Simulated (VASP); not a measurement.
# Cu (Fm-3m) in VASP: single point with PBEsol

Aim: the single point of Cu with PBEsol.

Everything below comes from runs of VASP 6.6.1. Logs are shortened: lines on timing, memory, paths and dates and some standing lists are left out, and cuts for length are marked.

**1. The cell of the first run**

It takes space group Fm-3m (No. 225, cubic). The conventional cell has a = 3.477 Å, b = 3.477 Å, c = 3.477 Å, α = 90.00°, β = 90.00°, γ = 90.00°. Within 3.2 Å of Cu (site symmetry m-3m) lie 12 Cu at 2.46 Å.

**2. Single point, PBEsol**

INCAR reads:

```
SYSTEM = Cu
  PREC = Accurate
  ENCUT = 820
  EDIFF = 1E-6
  ISMEAR = -1
  SIGMA = 0.05
  LREAL = .FALSE.
  LASPH = .TRUE.
  NELM = 120
  ALGO = Normal
  ISIF = 2
  LWAVE = .FALSE.
  LCHARG = .FALSE.
  GGA = PS
  NBANDS = 16
  GGA_COMPAT = .FALSE.
```

KPOINTS reads:

```
regular mesh
0
G
  26 26 26
  0 0 0
```

POSCAR reads:

```
Cu
1.0
    0.0000000000      1.7382586714      1.7382586714
    1.7382586714      0.0000000000      1.7382586714
    1.7382586714      1.7382586714      0.0000000000
Cu
1
Direct
    0.0000000000      0.0000000000      0.0000000000
```

Potentials or basis: VASP PAW PBE potentials, release 64 (Cu_sv_GW).

On the command line:

```
$ cat potpaw_PBE.64/Cu_sv_GW/POTCAR > POTCAR
$ mpirun -np 1 vasp_std > vasp.out
```

OUTCAR:

```text
SYSTEM = Cu
   PREC = Accurate
   ENCUT = 820
   EDIFF = 1E-6
   ISMEAR = -1
   LREAL = .FALSE.
   LASPH = .TRUE.
   NELM = 120
   ISIF = 2
   GGA = PS

 ion  position               nearest neighbor table
   1  0.000  0.000  0.000-

  LATTYP: Found a face centered cubic cell.
 ALAT       =     3.4765173428

  Lattice vectors:

 A1 = (   0.0000000000,   1.7382586714,   1.7382586714)
 A2 = (   1.7382586714,   0.0000000000,   1.7382586714)
 A3 = (   1.7382586714,   1.7382586714,   0.0000000000)

Analysis of symmetry for initial positions (statically):
=====================================================================
 Subroutine PRICEL returns:
 Original cell was already a primitive cell.

 Routine SETGRP: Setting up the symmetry group for a
 face centered cubic supercell.

 Subroutine GETGRP returns: Found 48 space group operations
 (whereof 48 operations were pure point group operations)
 out of a pool of 48 trial point group operations.

The static configuration has the point symmetry O_h .

Analysis of symmetry for dynamics (positions and initial velocities):
=====================================================================
 Subroutine PRICEL returns:
 Original cell was already a primitive cell.

 Routine SETGRP: Setting up the symmetry group for a
 face centered cubic supercell.

 Subroutine GETGRP returns: Found 48 space group operations
 (whereof 48 operations were pure point group operations)
 out of a pool of 48 trial point group operations.

The dynamic configuration has the point symmetry O_h .

 Subroutine INISYM returns: Found 48 space group operations
 (whereof 48 operations are pure point group operations),
 and found     1 'primitive' translations

----------------------------------------------------------------------------------------

                                     Primitive cell

  volume of cell :      10.5044

  direct lattice vectors                    reciprocal lattice vectors
     0.000000000  1.738258671  1.738258671    -0.287644186  0.287644186  0.287644186
     1.738258671  0.000000000  1.738258671     0.287644186 -0.287644186  0.287644186
     1.738258671  1.738258671  0.000000000     0.287644186  0.287644186 -0.287644186

  length of vectors
     2.458268988  2.458268988  2.458268988     0.498214344  0.498214344  0.498214344

  position of ions in fractional coordinates (direct lattice)
     0.000000000  0.000000000  0.000000000

  ion indices of the primitive-cell ions
   primitive index   ion index
                 1           1

----------------------------------------------------------------------------------------

 KPOINTS: regular mesh

Automatic generation of k-mesh.
 Grid dimensions read from file:
 generate k-points for:   26   26   26

 Generating k-lattice:

  Cartesian coordinates                     Fractional coordinates (reciprocal lattice)
    -0.011063238  0.011063238  0.011063238     0.038461538  0.000000000  0.000000000
     0.011063238 -0.011063238  0.011063238     0.000000000  0.038461538  0.000000000
     0.011063238  0.011063238 -0.011063238     0.000000000  0.000000000  0.038461538

  Length of vectors
     0.019162090  0.019162090  0.019162090

  Shift w.r.t. Gamma in fractional coordinates (k-lattice)
     0.000000000  0.000000000  0.000000000

 Subroutine IBZKPT returns following result:
 ===========================================

 Found    511 irreducible k-points:

 Following reciprocal coordinates:
            Coordinates               Weight
  0.000000  0.000000  0.000000      1.000000
  0.038462  0.000000  0.000000      8.000000
  0.076923  0.000000  0.000000      8.000000
  0.115385  0.000000  0.000000      8.000000
  0.153846  0.000000  0.000000      8.000000
  0.192308  0.000000  0.000000      8.000000
[... 16 lines left out ...]
  0.346154  0.038462  0.000000     24.000000
  0.384615  0.038462  0.000000     24.000000
 [... further k-points ...]
   k-points           NKPTS =    511   k-points in BZ     NKDIM =    511   number of bands    NBANDS=     16
   number of dos      NEDOS =    301   number of ions     NIONS =      1
   total plane-waves  NPLWV =  13824
   dimension x,y,z NGX =    24 NGY =   24 NGZ =   24
   dimension x,y,z NGXF=    48 NGYF=   48 NGZF=   48
   ions per type =               1
   NGX,Y,Z   is equivalent  to a cutoff of  16.23, 16.23, 16.23 a.u.
   NGXF,Y,Z  is equivalent  to a cutoff of  32.46, 32.46, 32.46 a.u.
 SYSTEM =  Cu
   PREC   = accura    normal or accurate (medium, high low for compatibility)
   ISTART =      0    job   : 0-new  1-cont  2-samecut
   ICHARG =      2    charge: 1-file 2-atom 10-const
   ISPIN  =      1    spin polarized calculation?
   LNONCOLLINEAR =      F non collinear calculations
   LSORBIT =      F    spin-orbit coupling
   LASPH  =      T    aspherical Exc in radial PAW
   ENCUT  =  820.0 eV  60.27 Ry    7.76 a.u.   5.74  5.74  5.74*2*pi/ulx,y,z
   NELM   =    120;   NELMIN=  2; NELMDL= -5     # of ELM steps
   EDIFF  = 0.1E-05   stopping-criterion for ELM
   LREAL  =      F    real-space projection
   EDIFFG = 0.1E-04   stopping-criterion for IOM
   NSW    =      0    number of steps for IOM
   IBRION =     -1    ionic relax: 0-MD 1-quasi-New 2-CG
   NFREE  =      0    steps in history (QN), initial steepest desc. (CG)
   ISIF   =      2    stress and relaxation
   ISYM   =      2    0-nonsym 1-usesym 2-fastsym
   POTIM  = 0.5000    time-step for ionic-motion
   TEBEG  =    0.0;   TEEND  =   0.0 temperature during run
   PSTRESS=    0.0 pullay stress
   NELECT =      19.0000    total number of electrons
   NUPDOWN=      -1.0000    fix difference up-down
   EMIN   =  10.00;   EMAX   =-10.00  energy-range for DOS
   EFERMI =   0.00;   METHOD = LEGACY
   ISMEAR =    -1;   SIGMA  =   0.05  broadening in eV -4-tet -1-fermi 0-gaus
   EFERMI_NEDOS =   21; number of points for ismear=-14 and -15
   IALGO  =     38    algorithm
   IMIX   =      4    mixing-type and parameters
     AMIX     =   0.40;   BMIX     =  1.00
     AMIX_MAG =   1.60;   BMIX_MAG =  1.00
  volume/ion in A,a.u.               =      10.50        70.89
  Fermi-wavevector in a.u.,A,eV,Ry     =   1.994657  3.769356 54.132926  3.978658
  Thomas-Fermi vector in A             =   3.011536
   LORBIT       =      0    0 simple, 1 ext, 2 COOP (PROOUT), +10 PAW based schemes
   GGA     = PS    functional components
   LHFCALC =     F    Hartree Fock is set to
   AEXX    =    0.0000 exact exchange contribution
   IVDW    =     0    specifies the selected vdW correction
   LEPSILON=     F    determine dielectric tensor
   LRPA    =     F    only Hartree local field effects (RPA)
 non-spin polarized calculation
  energy-cutoff  :      820.00
  volume of cell :       10.50
 maximum number of plane-waves:       571
   NGX = 11   NGY = 11   NGZ = 11

 number of electron      19.0000007 magnetization

 Free energy of the ion-electron system (eV)
  ---------------------------------------------------
  ext. energy  EPLUGINS =         0.00000000
  ---------------------------------------------------
  free energy    TOTEN  =        -4.35376483 eV

  energy without entropy =       -4.35165680  energy(sigma->0) =       -4.35271081

 E-fermi :   8.9472     XC(G=0): -14.3249

 val. band max:        8.9395602708   @ k =   0.5000   0.2692   0.1154
 cond. band min:       8.9624048578   @ k =   0.4615   0.2308   0.0000
 fundamental gap:      0.0228445870
 Fermi energy:         8.9472424445

 k-point     1 :       0.0000    0.0000    0.0000
  band No.  band energies     occupation
      1    -103.6310      2.00000
      2     -61.0597      2.00000
      3     -61.0597      2.00000
      4     -61.0597      2.00000
      5      -1.4506      2.00000
      6       5.5418      2.00000
[... 8 lines left out ...]
     15      38.4977      0.00000
     16      38.4977      0.00000

 k-point     2 :       0.0385    0.0000    0.0000
  band No.  band energies     occupation
      1    -103.6306      2.00000
      2     -61.0622      2.00000
      3     -61.0601      2.00000
      4     -61.0601      2.00000
      5      -1.3917      2.00000
      6       5.5272      2.00000
[... 8 lines left out ...]
     15      38.7735      0.00000
     16      38.7735      0.00000

 k-point     3 :       0.0769    0.0000    0.0000
  band No.  band energies     occupation
      1    -103.6296      2.00000
      2     -61.0699      2.00000
      3     -61.0612      2.00000
      4     -61.0612      2.00000
      5      -1.2162      2.00000
      6       5.4852      2.00000
[... 8 lines left out ...]
     15      39.4239      0.00000
     16      39.4239      0.00000

 k-point     4 :       0.1154    0.0000    0.0000
  band No.  band energies     occupation
      1    -103.6282      2.00000
      2     -61.0819      2.00000
      3     -61.0631      2.00000
      4     -61.0631      2.00000
      5      -0.9273      2.00000
      6       5.4217      2.00000
[... 8 lines left out ...]
     15      40.1949      0.00000
     16      40.1955      0.00000

 k-point     5 :       0.1538    0.0000    0.0000
  band No.  band energies     occupation
      1    -103.6258      2.00000
      2     -61.0974      2.00000
      3     -61.0653      2.00000
      4     -61.0653      2.00000
      5      -0.5311      2.00000
      6       5.3461      2.00000
[... 8 lines left out ...]
     15      40.3242      0.00000
     16      40.7633      0.00000

 k-point     6 :       0.1923    0.0000    0.0000
  band No.  band energies     occupation
      1    -103.6234      2.00000
      2     -61.1157      2.00000
      3     -61.0683      2.00000
      4     -61.0683      2.00000
      5      -0.0380      2.00000
      6       5.2725      2.00000
[... 8 lines left out ...]
     15      40.3802      0.00000
     16      40.5730      0.00000
[... 267 lines left out ...]
 k-point    21 :       0.2692    0.0385    0.0000
  band No.  band energies     occupation
      1    -103.6182      2.00000
      2     -61.1496      2.00000
      3     -61.0756      2.00000
      4     -61.0728      2.00000
      5       0.9929      2.00000
      6       5.1839      2.00000
[... 8 lines left out ...]
     15      37.5848      0.00000
     16      40.2518      0.00000

 k-point    22 :       0.3077    0.0385    0.0000
  band No.  band energies     occupation
      1    -103.6153      2.00000
      2     -61.1696      2.00000
      3     -61.0786      2.00000
      4     -61.0761      2.00000
      5       1.6209      2.00000
      6       5.2348      2.00000
[... 8 lines left out ...]
     15      37.0638      0.00000
     16      39.3705      0.00000

 k-point    23 :       0.3462    0.0385    0.0000
  band No.  band energies     occupation
      1    -103.6124      2.00000
      2     -61.1881      2.00000
      3     -61.0811      2.00000
      4     -61.0790      2.00000
      5       2.2007      2.00000
      6       5.4141      2.00000
[... 8 lines left out ...]
     15      36.6432      0.00000
     16      38.5454      0.00000

 k-point    24 :       0.3846    0.0385    0.0000
  band No.  band energies     occupation
      1    -103.6101      2.00000
      2     -61.2045      2.00000
      3     -61.0833      2.00000
      4     -61.0819      2.00000
      5       2.6527      2.00000
      6       5.5632      2.00000
[... 8 lines left out ...]
     15      36.3649      0.00000
     16      37.8093      0.00000

 [... further k-points ...]

------------------------ aborting loop because EDIFF is reached ----------------------------------------

  FORCE on cell =-STRESS in cart. coord.  units (eV):
  Direction    XX          YY          ZZ          XY          YZ          ZX
  --------------------------------------------------------------------------------------
  -------------------------------------------------------------------------------------
  Total        0.9031543      0.9031543      0.9031543     -0.0000000      0.0000000      0.0000000
  in kB      137.7524548    137.7524548    137.7524548     -0.0000000      0.0000000      0.0000000
  external PRESSURE =     137.7524548 kB  Pullay stress =       0.0000000 kB

 VOLUME and BASIS-vectors are now :
 -----------------------------------------------------------------------------
  energy-cutoff  :      820.00
  volume of cell :       10.50
      direct lattice vectors                 reciprocal lattice vectors
     0.000000000  1.738258671  1.738258671    -0.287644186  0.287644186  0.287644186
     1.738258671  0.000000000  1.738258671     0.287644186 -0.287644186  0.287644186
     1.738258671  1.738258671  0.000000000     0.287644186  0.287644186 -0.287644186

 POSITION                                       TOTAL-FORCE (eV/Angst)
 -----------------------------------------------------------------------------------
      0.00000      0.00000      0.00000         0.000000     -0.000000      0.000000
 -----------------------------------------------------------------------------------
    total drift:                               -0.000000      0.000000     -0.000000

  FREE ENERGIE OF THE ION-ELECTRON SYSTEM (eV)
  ---------------------------------------------------
  free  energy   TOTEN  =        -4.3537648251 eV

  energy  without entropy=       -4.3516567964  energy(sigma->0) =       -4.35271081
```

Wall time 1.9 min (1 thread of Intel Xeon Platinum 8259CL at 2.50GHz (Skylake/Cascade Lake), shared host); peak memory 0.32 GiB.

What came out:

```
Free energy            : -4.3538 eV
Pressure               : 13.8 GPa
Band gap on the k mesh : zero (an odd number of electrons rules out a gap without spin polarisation)
```

Levels at points of the mesh, in eV from the Fermi level:
| k point | band 8 | band 9 | band 10 | band 11 | band 12 | band 13 |
| --- | --- | --- | --- | --- | --- | --- |
| (0.00, 0.00, 0.00) | -3.41 | -2.39 | -2.39 | 23.50 | 27.02 | 27.02 |
| (0.50, 0.00, 0.00) | -1.71 | -1.71 | -1.47 | 4.35 | 21.93 | 23.84 |
| (0.50, 0.50, 0.00) | -1.53 | -1.53 | 1.29 | 7.93 | 13.90 | 13.90 |

Caveat: the cell stands under pressure; the PAW data sets were made with another functional, which shifts forces and pressure a little.

The gap in the log of VASP goes by the Fermi energy; the results here count the filled bands.